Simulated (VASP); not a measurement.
Set up this calculation in VASP 6.6.1, as the native input.

| Item | Value |
| --- | --- |
| Task | single point |
| Functional | r2SCAN |
| Potentials or basis | VASP PAW PBE potentials, release 64 (Mg_sv, O) |
| Cutoff | 660 eV |
| k mesh | 10 × 10 × 10 |
| Occupations | gaussian, width 0.05 eV |
| Spin | no spin polarisation |
| Dipole correction | no |
| Second run | valence_matched |
| Further INCAR settings | ALGO = Normal; EDIFF = 1e-06; NBANDS = 15 |

MgO:

```
CELL_PARAMETERS angstrom
0.00000 2.13515 2.13515
2.13515 0.00000 2.13515
2.13515 2.13515 0.00000
ATOMIC_POSITIONS crystal
Mg 0.00000 0.00000 0.00000
O 0.49415 0.49415 0.50585
```

This cell differs from its parent crystal: all O atoms moved +0.025 Å, as atom 2 towards its neighbour atom 1 (Mg) at 2.135 Å.

These files were run (other wordings do the same):

POSCAR

```
MgO
1.0
    0.0000000000      2.1351500000      2.1351500000
    2.1351500000      0.0000000000      2.1351500000
    2.1351500000      2.1351500000      0.0000000000
Mg O
1 1
Direct
    0.0000000000      0.0000000000      0.0000000000
    0.4941456104      0.4941456104      0.5058543896
```

INCAR.step1

```
  PREC = Accurate
  ENCUT = 660
  ISMEAR = 0
  SIGMA = 0.05
  LREAL = F
  LASPH = T
  NELM = 120
  NBANDS = 15
  GGA = PE
  ALGO = Normal
  EDIFF = 1E-5
  LWAVE = T
  LCHARG = F
  GGA_COMPAT = F
```

INCAR.step2

```
  PREC = Accurate
  ENCUT = 660
  EDIFF = 1E-6
  ISMEAR = 0
  SIGMA = 0.05
  LREAL = F
  LASPH = T
  NELM = 120
  ALGO = Normal
  ISIF = 2
  LWAVE = F
  LCHARG = T
  METAGGA = R2SCAN
  LMIXTAU = T
  LELF = T
  LVHAR = T
  NBANDS = 15
  ISTART = 1
  GGA_COMPAT = F
```

KPOINTS

```
regular mesh
0
Gamma
  10 10 10
```

Potentials or basis: VASP PAW PBE potentials, release 64 (Mg_sv, O).

Command:

```bash
$ cat potpaw_PBE.64/Mg_sv/POTCAR potpaw_PBE.64/O/POTCAR > POTCAR
$ cp INCAR.step1 INCAR
$ mpirun -np 1 vasp_std > vasp.out
$ cp INCAR.step2 INCAR
$ mpirun -np 1 vasp_std > vasp.out
```

Results of the run:

```json
{
  "Pressure": "-7.1 GPa",
  "Largest force": "0.117 eV/Å",
  "Band gap on the k mesh": "5.25 eV, direct"
}
```

Caveat: the cell differs from its parent crystal (all O atoms moved +0.025 Å, as atom 2 towards its neighbour atom 1 (Mg) at 2.135 Å); the PAW data sets were made with another functional, which shifts forces and pressure a little.

Wall time 78 s on 1 thread of Intel(R) Xeon(R) 6975P-C (Granite Rapids), with other jobs on the host, peak memory 0.18 GiB.
